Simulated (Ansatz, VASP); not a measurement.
# Two plane-wave programs on Tc

```
Tc
1.0
    -1.54002    1.54002    1.54002
     1.54002   -1.54002    1.54002
     1.54002    1.54002   -1.54002
Tc
1
Direct
  0.00000 0.00000 0.00000
```

Alike in both runs: task single point; functional PBE; k mesh 20 × 20 × 20; occupations gaussian, width 0.05 eV; no spin polarisation.

|  | VASP | Ansatz |
| --- | --- | --- |
| version | VASP 6.6.1 | Ansatz 0.2.0 |
| potentials or method | VASP PAW PBE potentials, release 64 (Tc_pv), cutoff 520 eV | scalar-relativistic, plane waves, PAW |
| valence electrons in the cell | 13 | 15 |

Ansatz gave:

* gap on the k mesh at the Fermi level (eV): none
* pressure (GPa): 0.0

Estimate VASP's values.

gap on the k mesh at the Fermi level (eV): none; pressure (GPa): -0.7.

A gap of «none» marks a metal or a gap that the smearing closes. With one functional, cell and mesh, what is left measures potentials, basis and numerics. VASP's potentials hold 13 valence electrons a cell and Ansatz's 15, so a difference there can come from the potentials and not from the codes.
